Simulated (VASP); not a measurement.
A run of VASP 6.6.1 is set up as follows.

File INCAR:

```
ALGO     = Normal         # electronic algorithm
EDIFF    = 1E-6           # SCF threshold, eV
ENCUT    = 520            # plane-wave cutoff, eV
GGA      = PE             # functional
ISIF     = 2              # what is computed and relaxed
ISMEAR   = 0              # smearing method
LASPH    = T              # aspherical terms in the spheres
LCHARG   = F              # write CHGCAR
LREAL    = F              # projectors in reciprocal space
LWAVE    = F              # write WAVECAR
NBANDS   = 46             # bands
NELM     = 80             # most SCF steps
PREC     = Accurate       # precision mode
SIGMA    = 0.02           # smearing width, eV
```

Contents of KPOINTS:

```
k-points
0
Gamma
  12 12 2
```

The input POSCAR:

```
Zn4SeS3
1.0
    3.8952318848      0.0000000000      0.0000000000
   -1.9476159424      3.3733697659      0.0000000000
    0.0000000000      0.0000000000     12.7871985773
Zn Se S
4 1 3
Direct
    0.3333333333      0.6666666667      0.0000430219
    0.3333333333      0.6666666667      0.5113189428
    0.6666666667      0.3333333333      0.2443612263
    0.6666666667      0.3333333333      0.7552169004
    0.6666666667      0.3333333333      0.4385318064
    0.3333333333      0.6666666667      0.1849940219
    0.3333333333      0.6666666667      0.6953928982
    0.6666666667      0.3333333333      0.9401411820
```

Potentials or basis: VASP PAW PBE potentials, release 64 (Zn, Se, S).

The run is started by

```bash
$ cat potpaw_PBE.64/Zn/POTCAR potpaw_PBE.64/Se/POTCAR potpaw_PBE.64/S/POTCAR > POTCAR
$ mpirun -np 1 vasp_std > vasp.out
```

Task: Estimate the band gap on the k mesh.

Result: 1.51 eV, direct.

Task: Estimate the pressure.

Result: 0.2 GPa.

Task: Estimate the largest force.

Result: 0.005 eV/Å.

Forces on the atoms (eV/Å):
```
Zn   0.000  0.000 -0.001
Zn   0.000  0.000  0.001
Zn   0.000  0.000 -0.003
Zn   0.000  0.000 -0.001
Se   0.000  0.000 -0.003
S    0.000  0.000  0.001
S    0.000  0.000  0.005
S    0.000  0.000  0.002
```

A k mesh can miss the band edges. A hybrid or GW would open this gap; PBE tends to underestimate it.
